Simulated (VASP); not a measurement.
# CsRe (P1) in VASP: notebook, part 2 of 2

VASP 6.6.1.

**4. Single point, PBE**

Contents of INCAR:

```
SYSTEM = CsRe
PREC = Accurate ; ENCUT = 520
EDIFF = 1E-6 ; ISMEAR = 0
SIGMA = 0.005 ; LREAL = .False.
LASPH = .True. ; NELM = 60
ALGO = Fast ; ISIF = 2
LWAVE = .False. ; LCHARG = .False.
GGA = PE ; NBANDS = 15
```

Contents of KPOINTS:

```
Automatic mesh
0
Gamma
  6 6 4
  0 0 0
```

Contents of POSCAR:

```
CsRe
1.0
    3.6893539700      0.0000000000      0.0000000000
   -1.8446769800      3.1950742600      0.0000000000
    0.0000000000      0.0000000000      5.6314427200
Cs Re
1 1
Direct
    0.0028220000      0.0177320000      0.4944620000
    0.0100150000      0.0159480000      0.0002110000
```

Potentials or basis: VASP PAW PBE potentials, release 64 (Cs_sv, Re).

Launch:

```bash
cat potpaw_PBE.64/Cs_sv/POTCAR potpaw_PBE.64/Re/POTCAR > POTCAR
mpirun -np 1 vasp_std > vasp.out
```

OUTCAR:

```text
SYSTEM = CsRe
   PREC = Accurate
   ENCUT = 520
   EDIFF = 1E-6
   ISMEAR = 0
   LREAL = .False.
   LASPH = .True.
   NELM = 60
   ISIF = 2
   GGA = PE

 ion  position               nearest neighbor table
   1  0.003  0.018  0.494-   2 2.78   2 2.85
   2  0.010  0.016  0.000-   1 2.78   1 2.85

  LATTYP: Found a hexagonal cell.
 ALAT       =     3.6893539700
 C/A-ratio  =     1.5264034749

  Lattice vectors:

 A1 = (   3.6893539700,   0.0000000000,   0.0000000000)
 A2 = (  -1.8446769800,   3.1950742600,   0.0000000000)
 A3 = (   0.0000000000,   0.0000000000,   5.6314427200)

Analysis of symmetry for initial positions (statically):
=====================================================================
 Subroutine PRICEL returns:
 Original cell was already a primitive cell.

 Routine SETGRP: Setting up the symmetry group for a
 hexagonal supercell.

 Subroutine GETGRP returns: Found  1 space group operations
 (whereof  1 operations were pure point group operations)
 out of a pool of 24 trial point group operations.

[... 175 lines left out ...]
      4      -5.6230      2.00000
      5      -0.9582      2.00000
      6       1.4571      2.00000
      7       2.6455      2.00000
      8       2.6456      2.00000
      9       2.7688      1.98669
     10       2.7711      1.93261
     11       4.8139      0.00000
     12       7.2682      0.00000
     13       7.7750      0.00000
     14       7.7751      0.00000
[... 401 lines left out ...]
      2      -7.5129      2.00000
      3      -6.3765      2.00000
      4      -5.8009      2.00000
      5      -0.0067      2.00000
      6       2.2369      2.00000
      7       2.4628      2.00000
      8       2.7654      1.99940
      9       2.9029      0.00000
     10       2.9722      0.00000
     11       5.1989      0.00000
     12       6.9431      0.00000
     13       7.5780      0.00000
     14       8.5477      0.00000
     15       9.4867      0.00000

 [... further k-points ...]

------------------------ aborting loop because EDIFF is reached ----------------------------------------

  FORCE on cell =-STRESS in cart. coord.  units (eV):
  Direction    XX          YY          ZZ          XY          YZ          ZX
  --------------------------------------------------------------------------------------
  -------------------------------------------------------------------------------------
  Total       -5.2387626     -5.2147199      1.5302525      0.0097171      0.0002824     -0.0023414
  in kB     -126.4411249   -125.8608363     36.9336935      0.2345290      0.0068169     -0.0565106
  external PRESSURE =     -71.7894226 kB  Pullay stress =       0.0000000 kB

 VOLUME and BASIS-vectors are now :
 -----------------------------------------------------------------------------
  energy-cutoff  :      520.00
  volume of cell :       66.38
      direct lattice vectors                 reciprocal lattice vectors
     3.689353970  0.000000000  0.000000000     0.271050164  0.156490885  0.000000000
    -1.844676980  3.195074260  0.000000000     0.000000000  0.312981771  0.000000000
     0.000000000  0.000000000  5.631442720     0.000000000  0.000000000  0.177574389

 POSITION                                       TOTAL-FORCE (eV/Angst)
 -----------------------------------------------------------------------------------
     -0.02230      0.05666      2.78453        -0.191341      0.030829      0.217243
      0.00753      0.05096      0.00119         0.191341     -0.030829     -0.217243
 -----------------------------------------------------------------------------------
    total drift:                               -0.001139      0.000245     -0.000632

  FREE ENERGIE OF THE ION-ELECTRON SYSTEM (eV)
  ---------------------------------------------------
  free  energy   TOTEN  =        -6.7275469315 eV

  energy  without entropy=       -6.7271979007  energy(sigma->0) =       -6.72737242
```

Wall time 2.6 min (1 thread of Oxide Virtual Turin-like, shared host); peak memory 0.2 GiB.

Results:

| Property | Result |
| --- | --- |
| Free energy | -6.7275 eV |
| Pressure | -7.2 GPa |
| Largest force | 0.291 eV/Å |
| Band gap on the k mesh | zero (bands 8 and 9 overlap by 0.82 eV) |

Forces on the atoms (eV/Å):
```
Cs  -0.191  0.031  0.217
Re   0.191 -0.031 -0.217
```

Levels at points of the mesh, in eV from the Fermi level:
```
           k point  band 4  band 5  band 6  band 7  band 8  band 9  band 10  band 11  band 12  band 13
(0.00, 0.00, 0.00)   -8.40   -3.74   -1.32   -0.13   -0.13   -0.01    -0.01     2.04     4.49     5.00
(0.50, 0.00, 0.00)   -8.98   -1.85   -1.81   -1.11   -0.35    1.28     1.69     1.93     2.41     5.01
(0.00, 0.50, 0.00)   -8.98   -1.85   -1.81   -1.11   -0.35    1.28     1.69     1.93     2.41     5.01
(0.50, 0.50, 0.00)   -8.98   -1.85   -1.81   -1.11   -0.34    1.28     1.69     1.93     2.41     5.01
(0.00, 0.00, 0.50)   -8.44   -2.97   -0.10   -0.10    0.46    0.47     0.84     2.04     2.75     4.81
(0.50, 0.00, 0.50)   -9.02   -1.47   -0.67   -0.10    0.24    1.28     1.44     1.56     3.41     4.53
(0.00, 0.50, 0.50)   -9.02   -1.47   -0.67   -0.10    0.24    1.28     1.45     1.56     3.40     4.53
(0.50, 0.50, 0.50)   -9.02   -1.47   -0.67   -0.10    0.24    1.28     1.44     1.56     3.41     4.53
```

Caveat: the stress differs along the axes, from -13 to 4 GPa; spin-orbit coupling is left out, which moves the levels of the heavy elements.

**5. Summary**

| smearing | gap on the mesh (eV) | pressure (GPa) | largest force (eV/Å) |
| --- | --- | --- | --- |
| gaussian 0.025 eV | none | -7.1 | 0.29 |
| gaussian 0.01 eV | none | -7.1 | 0.29 |
| gaussian 0.005 eV | none | -7.2 | 0.29 |

Alike in all rows: task single point; level PBE; potentials or basis VASP PAW PBE potentials, release 64 (Cs_sv, Re); no spin polarisation; cell as given; k mesh 6 × 6 × 4; cutoff (eV) 520.

Caveats: the stress differs along the axes, from -13 to 4 GPa; spin-orbit coupling is left out, which moves the levels of the heavy elements.

Absolute energies hang on the potentials; compare differences alone.
